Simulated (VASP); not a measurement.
# Si2Ni: single point with PBEsol

Si2Ni:

```
Si Ni
1.0
     2.69570   -2.69570    0.00000
     2.69570    0.00000   -2.69570
     7.98949    7.98949    7.98949
Si Ni
6 3
Direct
  0.66667 0.66667 0.28118
  0.00000 0.00000 0.05625
  0.33333 0.33333 0.50612
  0.66667 0.66667 0.61859
  0.00000 0.00000 0.39365
  0.33333 0.33333 0.16871
  0.33333 0.33333 0.33742
  0.66667 0.66667 0.11248
  0.00000 0.00000 0.56236
```

This cell differs from its parent crystal: the distance across one plane changed.

```yaml
Program: VASP 6.6.1
Task: single point
Functional: PBEsol
Potentials_or_basis: VASP PAW PBE potentials, release 64 (Si, Ni)
Cutoff: 520 eV
k_mesh: 14 × 14 × 5
Occupations: gaussian, width 0.15 eV
Spin: no spin polarisation
```

```
Pressure               : -3.4 GPa
Largest force          : 0.647 eV/Å
Band gap on the k mesh : zero (bands 27 and 28 overlap by 1.66 eV)
```

Forces in eV/Å, atoms in the order of the input:
```
Si  -0.222 -0.222 -0.222
Si   0.373  0.373  0.373
Si   0.344  0.344  0.344
Si  -0.373 -0.373 -0.373
Si   0.222  0.222  0.222
Si  -0.344 -0.344 -0.344
Ni   0.000  0.000  0.000
Ni   0.087  0.087  0.087
Ni  -0.087 -0.087 -0.087
```

Stress tensor (GPa, compression positive):
```
-3.36  0.46  0.46
 0.46 -3.36  0.46
 0.46  0.46 -3.36
```

Levels at points of the mesh, in eV from the Fermi level:
| k point | band 24 | band 25 | band 26 | band 27 | band 28 | band 29 | band 30 | band 31 |
| --- | --- | --- | --- | --- | --- | --- | --- | --- |
| (0.00, 0.00, 0.00) | 0.62 | 0.62 | 0.85 | 1.00 | 1.83 | 1.92 | 1.92 | 2.14 |
| (0.50, 0.00, 0.00) | -2.25 | -1.91 | -1.56 | -1.56 | -0.03 | 0.18 | 0.57 | 1.19 |

Wall time 24 min on 1 thread of Oxide Virtual Turin-like Processor, on a shared host, peak memory 0.6 GiB.

Caveat: the cell differs from its parent crystal (the distance across one plane changed); the cell stands under tension; the PAW data sets were made with another functional, which shifts forces and pressure a little. Spin polarisation is off, so any magnetic state and its effect on volume and gap are missing.
